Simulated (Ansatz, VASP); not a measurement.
## Two plane-wave programs on Co

```
CELL_PARAMETERS angstrom
2.46192 0.00000 0.00000
-1.23096 2.13209 0.00000
0.00000 0.00000 3.96614
ATOMIC_POSITIONS crystal
Co 0.33333 0.66667 0.25000
Co 0.66667 0.33333 0.75000
```

Alike in both runs: task single point; functional LDA; k mesh 25 × 25 × 13; occupations fermi-dirac, width 0.1 eV; no spin polarisation.

|  | VASP | Ansatz |
| --- | --- | --- |
| version | VASP 6.6.1 | Ansatz 0.2.0 |
| potentials or method | VASP PAW LDA potentials, release 64 (Co), cutoff 520 eV | plane waves (420 eV) with PAW, scalar-relativistic |
| valence electrons in the cell | 18 | 34 |

```csv
,VASP,Ansatz,Ansatz less VASP
pressure (GPa),-20.3,-19.9,+0.39
"traceless stress, the component that is largest in VASP (GPa)",-0.39,-0.33,+0.066
```

Ansatz warns that its potentials were made for another functional, while VASP's fit it. LDA's correlation is that of Perdew and Zunger in VASP and of Perdew and Wang (1992) in Ansatz. VASP's potentials hold 18 valence electrons a cell and Ansatz's 34, so a difference there can come from the potentials and not from the codes.
